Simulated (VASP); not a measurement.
# SnO2 in VASP: further runs

The runs below take SnO2 through single point, with PBE.

Everything below comes from runs of VASP 6.6.1. Logs are shortened: lines on timing, memory, paths and dates and some standing lists are left out, and cuts for length are marked.

## (1) The cell of the first run

The typed cell holds 6 atoms: a = 4.753 Å, b = 4.753 Å, c = 3.341 Å, α = 90.00°, β = 90.00°, γ = 90.00°.

## (2) Single point, PBE

INCAR

```
SYSTEM = SnO2
ALGO = Normal ; EDIFF = 1E-6
ENCUT = 520 ; GGA = PE
ISIF = 2 ; ISMEAR = 0
LASPH = .True. ; LCHARG = .True.
LELF = .True. ; LREAL = .False.
LVHAR = .True. ; LWAVE = .False.
NBANDS = 35 ; NELM = 60
PREC = Accurate ; SIGMA = 0.05
```

KPOINTS

```
k-points
0
Gamma
  6 6 8
  0 0 0
```

POSCAR

```
SnO2
1.0
    4.7528685914      0.0000000000      0.0000000000
    0.0000000000      4.7528820433      0.0000000000
    0.0000000000      0.0000000000      3.3407913329
Sn O
2 4
Direct
    0.5000000000      0.5000000000      0.5000000000
    0.0000000000      0.0000000000      0.0000000000
    0.3358655675      0.3359234599      0.0000000000
    0.8358655675      0.1640765401      0.5000000000
    0.1641344325      0.8359234599      0.5000000000
    0.6641344325      0.6640765401      0.0000000000
```

Potentials or basis: VASP PAW PBE potentials, release 64 (Sn_d, O).

On the command line:

```bash
$ cat potpaw_PBE.64/Sn_d/POTCAR potpaw_PBE.64/O/POTCAR > POTCAR
$ mpirun -np 1 vasp_std > vasp.out
```

OUTCAR:

```text
SYSTEM = SnO2
   EDIFF = 1E-6
   ENCUT = 520
   GGA = PE
   ISIF = 2
   ISMEAR = 0
   LASPH = .True.
   LREAL = .False.
   NELM = 60
   PREC = Accurate

 ion  position               nearest neighbor table
   1  0.500  0.500  0.500-   3 2.00   6 2.00   3 2.00   6 2.00   5 2.26   4 2.26   2 3.75   2 3.75
                             2 3.75   2 3.75   2 3.75   2 3.75   2 3.75   2 3.75
   2  0.000  0.000  0.000-   4 2.00   5 2.00   4 2.00   5 2.00   3 2.26   6 2.26   1 3.75   1 3.75
                             1 3.75   1 3.75   1 3.75   1 3.75   1 3.75   1 3.75
   3  0.336  0.336  0.000-   1 2.00   1 2.00   2 2.26
   4  0.836  0.164  0.500-   2 2.00   2 2.00   1 2.26
   5  0.164  0.836  0.500-   2 2.00   2 2.00   1 2.26
   6  0.664  0.664  0.000-   1 2.00   1 2.00   2 2.26

  LATTYP: Found a simple tetragonal cell.
 ALAT       =     4.7528685914
 C/A-ratio  =     0.7029000000

  Lattice vectors:

 A1 = (   4.7528685914,   0.0000000000,   0.0000000000)
 A2 = (   0.0000000000,   4.7528820433,   0.0000000000)
 A3 = (   0.0000000000,   0.0000000000,   3.3407913329)

Analysis of symmetry for initial positions (statically):
=====================================================================
 Subroutine PRICEL returns:
 Original cell was already a primitive cell.

 Routine SETGRP: Setting up the symmetry group for a
 simple tetragonal supercell.

 Subroutine GETGRP returns: Found  8 space group operations
 (whereof  4 operations were pure point group operations)
 out of a pool of 16 trial point group operations.

The static configuration has the point symmetry C_2h.
 The point group associated with its full space group is D_2h.

Analysis of symmetry for dynamics (positions and initial velocities):
=====================================================================
 Subroutine PRICEL returns:
 Original cell was already a primitive cell.

 Routine SETGRP: Setting up the symmetry group for a
 simple tetragonal supercell.

 Subroutine GETGRP returns: Found  8 space group operations
 (whereof  4 operations were pure point group operations)
 out of a pool of 16 trial point group operations.

The dynamic configuration has the point symmetry C_2h.
 The point group associated with its full space group is D_2h.

 Subroutine INISYM returns: Found  8 space group operations
 (whereof  4 operations are pure point group operations),
 and found     1 'primitive' translations

----------------------------------------------------------------------------------------

                                     Primitive cell

  volume of cell :      75.4679

  direct lattice vectors                    reciprocal lattice vectors
     4.752868591  0.000000000  0.000000000     0.210399253  0.000000000  0.000000000
     0.000000000  4.752882043  0.000000000     0.000000000  0.210398657  0.000000000
     0.000000000  0.000000000  3.340791333     0.000000000  0.000000000  0.299330278

  length of vectors
     4.752868591  4.752882043  3.340791333     0.210399253  0.210398657  0.299330278

  position of ions in fractional coordinates (direct lattice)
     0.500000000  0.500000000  0.500000000
     0.000000000  0.000000000  0.000000000
     0.335865568  0.335923460  0.000000000
     0.835865568  0.164076540  0.500000000
     0.164134432  0.835923460  0.500000000
     0.664134432  0.664076540  0.000000000

  ion indices of the primitive-cell ions
   primitive index   ion index
                 1           1
                 2           2
                 3           3
                 4           4
                 5           5
                 6           6

----------------------------------------------------------------------------------------

 KPOINTS: k-points

Automatic generation of k-mesh.
 Grid dimensions read from file:
 generate k-points for:    6    6    8

 Generating k-lattice:

  Cartesian coordinates                     Fractional coordinates (reciprocal lattice)
     0.035066542  0.000000000  0.000000000     0.166666667  0.000000000  0.000000000
     0.000000000  0.035066443  0.000000000     0.000000000  0.166666667  0.000000000
     0.000000000  0.000000000  0.037416285     0.000000000  0.000000000  0.125000000

  Length of vectors
     0.035066542  0.035066443  0.037416285

  Shift w.r.t. Gamma in fractional coordinates (k-lattice)
     0.000000000  0.000000000  0.000000000

 Subroutine IBZKPT returns following result:
 ===========================================

 Found     80 irreducible k-points:

 Following reciprocal coordinates:
            Coordinates               Weight
  0.000000  0.000000  0.000000      1.000000
  0.166667  0.000000  0.000000      2.000000
  0.000000  0.166667  0.000000      2.000000
  0.333333  0.000000  0.000000      2.000000
  0.000000  0.333333  0.000000      2.000000
  0.500000  0.000000  0.000000      1.000000
[... 16 lines left out ...]
  0.000000  0.500000  0.125000      2.000000
  0.166667  0.166667  0.125000      8.000000
 [... further k-points ...]
   k-points           NKPTS =     80   k-points in BZ     NKDIM =     80   number of bands    NBANDS=     35
   number of dos      NEDOS =    301   number of ions     NIONS =      6
   total plane-waves  NPLWV =  36288
   dimension x,y,z NGX =    36 NGY =   36 NGZ =   28
   dimension x,y,z NGXF=    72 NGYF=   72 NGZF=   56
   ions per type =               2   4
   NGX,Y,Z   is equivalent  to a cutoff of  12.59, 12.59, 13.93 a.u.
   NGXF,Y,Z  is equivalent  to a cutoff of  25.18, 25.18, 27.87 a.u.
 SYSTEM =  SnO2
   PREC   = accura    normal or accurate (medium, high low for compatibility)
   ISTART =      0    job   : 0-new  1-cont  2-samecut
   ICHARG =      2    charge: 1-file 2-atom 10-const
   ISPIN  =      1    spin polarized calculation?
   LNONCOLLINEAR =      F non collinear calculations
   LSORBIT =      F    spin-orbit coupling
   LASPH  =      T    aspherical Exc in radial PAW
   ENCUT  =  520.0 eV  38.22 Ry    6.18 a.u.   8.84  8.84  6.21*2*pi/ulx,y,z
   NELM   =     60;   NELMIN=  2; NELMDL= -5     # of ELM steps
   EDIFF  = 0.1E-05   stopping-criterion for ELM
   LREAL  =      F    real-space projection
   EDIFFG = 0.1E-04   stopping-criterion for IOM
   NSW    =      0    number of steps for IOM
   IBRION =     -1    ionic relax: 0-MD 1-quasi-New 2-CG
   NFREE  =      0    steps in history (QN), initial steepest desc. (CG)
   ISIF   =      2    stress and relaxation
   ISYM   =      2    0-nonsym 1-usesym 2-fastsym
   POTIM  = 0.5000    time-step for ionic-motion
   TEBEG  =    0.0;   TEEND  =   0.0 temperature during run
   PSTRESS=    0.0 pullay stress
   NELECT =      52.0000    total number of electrons
   NUPDOWN=      -1.0000    fix difference up-down
   EMIN   =  10.00;   EMAX   =-10.00  energy-range for DOS
   EFERMI =   0.00;   METHOD = LEGACY
   ISMEAR =     0;   SIGMA  =   0.05  broadening in eV -4-tet -1-fermi 0-gaus
   EFERMI_NEDOS =   21; number of points for ismear=-14 and -15
   IALGO  =     38    algorithm
   IMIX   =      4    mixing-type and parameters
     AMIX     =   0.40;   BMIX     =  1.00
     AMIX_MAG =   1.60;   BMIX_MAG =  1.00
  volume/ion in A,a.u.               =      12.58        84.88
  Fermi-wavevector in a.u.,A,eV,Ry     =   1.445956  2.732461 28.446926  2.090790
  Thomas-Fermi vector in A             =   2.564080
   LORBIT       =      0    0 simple, 1 ext, 2 COOP (PROOUT), +10 PAW based schemes
   GGA     = PE    functional components
   LHFCALC =     F    Hartree Fock is set to
   AEXX    =    0.0000 exact exchange contribution
   IVDW    =     0    specifies the selected vdW correction
   LEPSILON=     F    determine dielectric tensor
   LRPA    =     F    only Hartree local field effects (RPA)
 non-spin polarized calculation
 Gauss-broadening in eV      SIGMA  =   0.05
  energy-cutoff  :      520.00
  volume of cell :       75.47
 maximum number of plane-waves:      2068
   NGX = 17   NGY = 17   NGZ = 13

 number of electron      52.0000007 magnetization

 Free energy of the ion-electron system (eV)
  ---------------------------------------------------
  ext. energy  EPLUGINS =         0.00000000
  ---------------------------------------------------
  free energy    TOTEN  =       -35.47232305 eV

  energy without entropy =      -35.47232305  energy(sigma->0) =      -35.47232305

 E-fermi :   5.7667     XC(G=0): -10.9429

 val. band max:        5.5624803311   @ k =   0.0000   0.0000   0.0000
 cond. band min:       6.2835351399   @ k =   0.0000   0.0000   0.0000
 fundamental gap:      0.7210548088
 Fermi energy:         5.7667038583

 k-point     1 :       0.0000    0.0000    0.0000
  band No.  band energies     occupation
      1     -15.6070      2.00000
      2     -15.2462      2.00000
      3     -14.6086      2.00000
      4     -14.6085      2.00000
      5     -14.5697      2.00000
      6     -14.5021      2.00000
[... 27 lines left out ...]
     34      16.8727      0.00000
     35      17.0999      0.00000

 k-point     2 :       0.1667    0.0000    0.0000
  band No.  band energies     occupation
      1     -15.5808      2.00000
      2     -15.2638      2.00000
      3     -14.6078      2.00000
      4     -14.6077      2.00000
      5     -14.5687      2.00000
      6     -14.4971      2.00000
[... 27 lines left out ...]
     34      17.3075      0.00000
     35      17.3518      0.00000

 k-point     3 :       0.0000    0.1667    0.0000
  band No.  band energies     occupation
      1     -15.5808      2.00000
      2     -15.2638      2.00000
      3     -14.6078      2.00000
      4     -14.6077      2.00000
      5     -14.5687      2.00000
      6     -14.4971      2.00000
[... 27 lines left out ...]
     34      17.3076      0.00000
     35      17.3516      0.00000

 k-point     4 :       0.3333    0.0000    0.0000
  band No.  band energies     occupation
      1     -15.5089      2.00000
      2     -15.3207      2.00000
      3     -14.6062      2.00000
      4     -14.6061      2.00000
      5     -14.5636      2.00000
      6     -14.5133      2.00000
[... 27 lines left out ...]
     34      17.8942      0.00000
     35      18.0389      0.00000

 k-point     5 :       0.0000    0.3333    0.0000
  band No.  band energies     occupation
      1     -15.5089      2.00000
      2     -15.3207      2.00000
      3     -14.6062      2.00000
      4     -14.6061      2.00000
      5     -14.5636      2.00000
      6     -14.5133      2.00000
[... 638 lines left out ...]
 k-point    22 :       0.5000    0.0000    0.1250
  band No.  band energies     occupation
      1     -15.3014      2.00000
      2     -15.3014      2.00000
      3     -14.7638      2.00000
      4     -14.7638      2.00000
      5     -14.5119      2.00000
      6     -14.5119      2.00000
[... 27 lines left out ...]
     34      17.6492      0.00000
     35      18.3688      0.00000

 k-point    23 :       0.0000    0.5000    0.1250
  band No.  band energies     occupation
      1     -15.3014      2.00000
      2     -15.3014      2.00000
      3     -14.7638      2.00000
      4     -14.7638      2.00000
      5     -14.5119      2.00000
      6     -14.5119      2.00000
[... 27 lines left out ...]
     34      17.6486      0.00000
     35      18.3691      0.00000

 k-point    24 :       0.1667    0.1667    0.1250
  band No.  band energies     occupation
      1     -15.4571      2.00000
      2     -15.1562      2.00000
      3     -14.7595      2.00000
      4     -14.7438      2.00000
      5     -14.5431      2.00000
      6     -14.4886      2.00000
[... 27 lines left out ...]
     34      16.9431      0.00000
     35      18.2649      0.00000

 [... further k-points ...]

------------------------ aborting loop because EDIFF is reached ----------------------------------------

  FORCE on cell =-STRESS in cart. coord.  units (eV):
  Direction    XX          YY          ZZ          XY          YZ          ZX
  --------------------------------------------------------------------------------------
  -------------------------------------------------------------------------------------
  Total        5.3634337      5.3561948      5.1247221      0.0000000      0.0000000      0.0000000
  in kB      113.8652768    113.7115954    108.7974472      0.0000000      0.0000000      0.0000000
  external PRESSURE =     112.1247731 kB  Pullay stress =       0.0000000 kB

 VOLUME and BASIS-vectors are now :
 -----------------------------------------------------------------------------
  energy-cutoff  :      520.00
  volume of cell :       75.47
      direct lattice vectors                 reciprocal lattice vectors
     4.752868591  0.000000000  0.000000000     0.210399253  0.000000000  0.000000000
     0.000000000  4.752882043  0.000000000     0.000000000  0.210398657  0.000000000
     0.000000000  0.000000000  3.340791333     0.000000000  0.000000000  0.299330278

 POSITION                                       TOTAL-FORCE (eV/Angst)
 -----------------------------------------------------------------------------------
      2.37643      2.37644      1.67040         0.000000      0.000000      0.000000
      0.00000      0.00000      0.00000         0.000000      0.000000      0.000000
      1.59632      1.59660      0.00000        -3.522753     -3.522190      0.000000
      3.97276      0.77984      1.67040        -3.522753      3.522190      0.000000
      0.78011      3.97305      1.67040         3.522753     -3.522190      0.000000
      3.15654      3.15628      0.00000         3.522753      3.522190      0.000000
 -----------------------------------------------------------------------------------
    total drift:                                0.000000      0.000000     -0.000000

  FREE ENERGIE OF THE ION-ELECTRON SYSTEM (eV)
  ---------------------------------------------------
  free  energy   TOTEN  =       -35.4723230465 eV

  energy  without entropy=      -35.4723230465  energy(sigma->0) =      -35.47232305
```

Wall time 78 s (1 thread of AMD EPYC 9R45 (Zen 5), shared host); peak memory 0.26 GiB.

Results:

```
Free energy            : -35.4723 eV
Pressure               : 11.2 GPa
Largest force          : 4.982 eV/Å
Band gap on the k mesh : 0.72 eV
```

Forces in eV/Å, atoms in the order of the input:
```
Sn   0.000  0.000  0.000
Sn   0.000  0.000  0.000
O   -3.523 -3.522  0.000
O   -3.523  3.522  0.000
O    3.523 -3.522  0.000
O    3.523  3.522  0.000
```

Levels at points of the mesh, in eV from the valence-band top:
| k point | band 23 | band 24 | band 25 | band 26 | band 27 | band 28 | band 29 | band 30 |
| --- | --- | --- | --- | --- | --- | --- | --- | --- |
| (0.00, 0.00, 0.00) | -1.17 | -0.38 | -0.38 | 0.00 | 0.72 | 4.14 | 6.08 | 6.08 |
| (0.50, 0.00, 0.00) | -1.16 | -1.16 | -0.68 | -0.68 | 3.64 | 3.64 | 6.13 | 6.13 |
| (0.00, 0.50, 0.00) | -1.16 | -1.16 | -0.68 | -0.68 | 3.64 | 3.64 | 6.13 | 6.13 |
| (0.50, 0.50, 0.00) | -0.83 | -0.83 | -0.66 | -0.66 | 3.23 | 3.23 | 6.57 | 6.57 |
| (0.00, 0.00, 0.50) | -1.35 | -1.35 | -1.35 | -1.35 | 6.32 | 6.32 | 8.85 | 8.85 |
| (0.50, 0.00, 0.50) | -0.91 | -0.91 | -0.09 | -0.09 | 6.68 | 6.68 | 7.15 | 7.15 |
| (0.00, 0.50, 0.50) | -0.91 | -0.91 | -0.09 | -0.09 | 6.68 | 6.68 | 7.15 | 7.15 |
| (0.50, 0.50, 0.50) | -1.31 | -1.31 | -0.66 | -0.66 | 5.88 | 5.88 | 7.60 | 7.60 |

Caveat: the cell stands under pressure; semilocal functionals underestimate gaps, and a narrow one can read as zero; spin-orbit coupling is left out, which moves the levels of the heavy elements; forces of over 1 eV/Å act on the atoms, so gaps and moduli don't describe the material at rest.

[end of part 1 of 2]
